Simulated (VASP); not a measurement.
**Sc: single point with LDA**

The system is Sc.

```xyz
1
Lattice="-1.7614 1.7614 1.7614 1.7614 -1.7614 1.7614 1.7614 1.7614 -1.7614" Properties=species:S:1:pos:R:3 pbc="T T T"
Sc    0.0000    0.0000    0.0000
```

This cell differs from its parent crystal: volume scaled by 0.96.

```
Program                : VASP 6.6.1
Task                   : single point
Functional             : LDA
Potentials or basis    : VASP PAW LDA potentials, release 64 (Sc_sv)
Cutoff                 : 520 eV
k mesh                 : 20 × 20 × 20
Occupations            : fermi-dirac, width 0.1 eV
Spin                   : no spin polarisation
Dipole correction      : no
Further INCAR settings : ALGO = Normal; EDIFF = 1e-06; NBANDS = 12
```

| Quantity | Value |
| --- | --- |
| Pressure | 2.6 GPa |

Levels at points of the mesh, in eV from the Fermi level:
```
           k point  band 2  band 3  band 4  band 5  band 6  band 7  band 8  band 9
(0.00, 0.00, 0.00)  -27.32  -27.32  -27.32   -5.40    1.54    1.54    1.54    3.22
(0.50, 0.00, 0.00)  -27.93  -27.51  -27.32   -1.98    0.18    0.84    3.20    3.59
(0.50, 0.50, 0.50)  -27.73  -27.73  -27.73   -1.50   -1.50    4.41    4.41    4.41
```

Wall time 60 s on 1 thread of AMD EPYC 7R43 64-Core Processor (Zen 3) (shared host), peak memory 0.14 GiB.
